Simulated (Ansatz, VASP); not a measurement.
One calculation of AlNi, two programs

```
Al Ni
1.0
     2.00287   -2.00286    0.00000
     2.00287    2.00286    0.00000
     0.00000    0.00000    2.83513
Al Ni
1 1
Cartesian
  0.0000 0.0000 0.0000
  2.0029 0.0000 1.4176
```

Alike in both runs: functional LDA; k mesh 16 × 16 × 14; occupations fermi-dirac, width 0.15 eV; no spin polarisation.

Ansatz relaxed the structure, and its values are those at the end. VASP's run is a single point on that final structure, the one shown.

```csv
,VASP,Ansatz
version,VASP 6.6.1,Ansatz 0.2.0
potentials or method,"VASP PAW LDA potentials, release 64 (Al, Ni), cutoff 520 eV","scalar-relativistic, plane waves, PAW"
valence electrons in the cell,13,21
```

VASP gave:

| Property | Result |
| --- | --- |
| gap on the k mesh at the Fermi level (eV) | none |
| pressure (GPa) | 0.3 |

What did Ansatz give for the same quantities?

gap on the k mesh at the Fermi level (eV): none; pressure (GPa): 0.0.

LDA's correlation is that of Perdew and Zunger in VASP and of Perdew and Wang (1992) in Ansatz. A gap of «none» marks a metal or a gap that the smearing closes. VASP's potentials hold 13 valence electrons a cell and Ansatz's 21, so a difference there can come from the potentials and not from the codes. Ansatz's warnings: near symmetry operations not taken.
